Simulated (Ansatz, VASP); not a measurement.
## Two plane-wave programs on P

The input POSCAR:

```
P
1.0
    3.3084384766      0.0000000000      0.0000000000
   -1.6542192383      2.8651917676      0.0000000000
    0.0000000000      0.0000000000      3.2353219696
P
2
Direct
    0.3333333333      0.6666666667      0.2500000000
    0.6666666667      0.3333333333      0.7500000000
```

INCAR.step1

```
PREC = Accurate
ENCUT = 600
ISMEAR = 0
SIGMA = 0.1
LREAL = F
LASPH = T
NELM = 60
GGA = PE
ALGO = Normal
EDIFF = 1E-4
LWAVE = T
LCHARG = F
```

Contents of INCAR.step2:

```
PREC = Accurate
ENCUT = 600
EDIFF = 1E-6
ISMEAR = 0
SIGMA = 0.1
LREAL = F
LASPH = T
NELM = 60
ALGO = Normal
ISIF = 3
LWAVE = F
LCHARG = F
METAGGA = R2SCAN
LMIXTAU = T
IBRION = 2
NSW = 90
EDIFFG = -0.04
ISTART = 1
```

KPOINTS

```
Automatic mesh
0
Gamma
  6 6 6
```

Input for Ansatz:

```yaml
crystal:
  lattice:
    - [3.3084384766, 0.0, 0.0]
    - [-1.6542192383, 2.8651917676, 0.0]
    - [0.0, 0.0, 3.2353219696]
  atoms:
    - { symbol: P, position: [0.3333333333, 0.6666666667, 0.25] }
    - { symbol: P, position: [0.6666666667, 0.3333333333, 0.75] }
basis:
  ecutwfc: 500
kpoints:
  mp_grid: { grid: [6, 6, 6] }
hamiltonian:
  xc: r2scan
scf:
  occupations: { method: gaussian, width: 0.1 }
  lower_state_search: "off"
output:
  forces: true
  stress: true
  eigenvalues: true
relax:
  adjacent_minimum: "off"
  f_tol: 0.04
  max_steps: 70
  cell: { stress_tol: 0.4 }
```

Alike in both runs: task relaxation of cell and atoms; functional r2SCAN; k mesh 6 × 6 × 6; occupations gaussian, width 0.1 eV; no spin polarisation.

```csv
,VASP,Ansatz
version,VASP 6.6.1,Ansatz 0.2.0
potentials or method,"VASP PAW PBE potentials, release 64 (P), cutoff 600 eV","scalar-relativistic, plane waves, PAW"
valence electrons in the cell,10,10
```

|  | VASP | Ansatz | Ansatz less VASP |
| --- | --- | --- | --- |
| gap on the k mesh at the Fermi level, each at its own relaxed structure (eV) | none | none | - |
| relaxed volume (Å³/atom) | 14.75 | 14.79 | +0.045 |
| relaxed cell length with the largest relative difference (Å) | 3.197 | 3.202 | +0.0043 |

VASP's potentials were made for PBE, not for r2SCAN. A gap of «none» marks a metal or a gap that the smearing closes.

The k mesh is coarse, so the values compare programs but aren't converged.
